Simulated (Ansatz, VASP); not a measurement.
## SiC in VASP and in Ansatz

File INCAR:

```
SYSTEM = SiC
PREC     = Accurate       ! precision mode
ENCUT    = 520            ! plane-wave cutoff, eV
EDIFF    = 1E-6           ! SCF threshold, eV
ISMEAR   = 0              ! smearing method
SIGMA    = 0.05           ! smearing width, eV
LREAL    = .FALSE.        ! projectors in reciprocal space
LASPH    = .TRUE.         ! aspherical terms in the spheres
NELM     = 80             ! most SCF steps
ALGO     = Normal         ! electronic algorithm
ISIF     = 2              ! what is computed and relaxed
LWAVE    = .FALSE.        ! write WAVECAR
LCHARG   = .TRUE.         ! write CHGCAR
GGA      = PE             ! functional
LELF     = .TRUE.         ! ELF
LVHAR    = .TRUE.       
NBANDS   = 11             ! bands
```

The input KPOINTS:

```
Automatic mesh
0
G
  18 18 18
  0 0 0
```

Contents of POSCAR:

```
SiC
1.0
    0.0000000000      2.0285349354      2.0285349354
    2.0285349354      0.0000000000      2.0285349354
    2.0285349354      2.0285349354      0.0000000000
C Si
1 1
Direct
    0.0000000000      0.0000000000      0.0000000000
    0.5000000000      0.5000000000      0.5000000000
```

Input for Ansatz:

```yaml
crystal:
  lattice:
    - [0.0, 2.0285349354, 2.0285349354]
    - [2.0285349354, 0.0, 2.0285349354]
    - [2.0285349354, 2.0285349354, 0.0]
  atoms:
    - { symbol: C, position: [0.0, 0.0, 0.0] }
    - { symbol: Si, position: [0.5, 0.5, 0.5] }
basis:
  ecutwfc: 420
  ecutrho_ratio: 4
kpoints:
  mp_grid: { grid: [18, 18, 18] }
hamiltonian:
  xc: pbe
scf:
  occupations: { method: gaussian, width: 0.05 }
output:
  forces: true
  stress: true
  eigenvalues: true
```

Alike in both runs: task single point; functional PBE; k mesh 18 × 18 × 18; occupations gaussian, width 0.05 eV; no spin polarisation.

```csv
,VASP,Ansatz
version,VASP 6.6.1,Ansatz 0.2.0
potentials or method,"VASP PAW PBE potentials, release 64 (C, Si), cutoff 520 eV","scalar-relativistic, plane waves, PAW"
valence electrons in the cell,8,8
```

```tsv
	VASP	Ansatz	Ansatz less VASP
gap on the k mesh at the Fermi level (eV)	none	none	-
pressure (GPa)	0.2	0.0	-0.17
```

A gap of «none» marks a metal or a gap that the smearing closes.
